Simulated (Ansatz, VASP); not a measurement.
Two plane-wave programs on Si4S

```
Si S
1.0
     5.00868    0.00000    0.00000
    -2.50434    4.33764    0.00000
     0.00000    0.00000    4.66918
Si S
4 1
Direct
  0.00000 0.00000 0.50000
  0.50000 0.00000 0.50000
  0.00000 0.50000 0.50000
  0.50000 0.50000 0.50000
  0.00000 0.00000 0.00000
```

Alike in both runs: functional PBE; k mesh 5 × 5 × 2; occupations gaussian, width 0.2 eV; no spin polarisation.

Ansatz relaxed the structure, and its values are those at the end. VASP's run is a single point on that final structure, the one shown.

```csv
,VASP,Ansatz
version,VASP 6.6.1,Ansatz 0.2.0
potentials or method,"VASP PAW PBE potentials, release 64 (Si, S), cutoff 500 eV","scalar-relativistic, plane waves, PAW"
valence electrons in the cell,22,22
```

|  | VASP | Ansatz | Ansatz less VASP |
| --- | --- | --- | --- |
| gap on the k mesh at the Fermi level (eV) | none | none | - |
| pressure (GPa) | 0.5 | 0.5 | +0.07 |

A gap of «none» marks a metal or a gap that the smearing closes.

The k mesh is coarse, so the values compare programs but aren't converged.
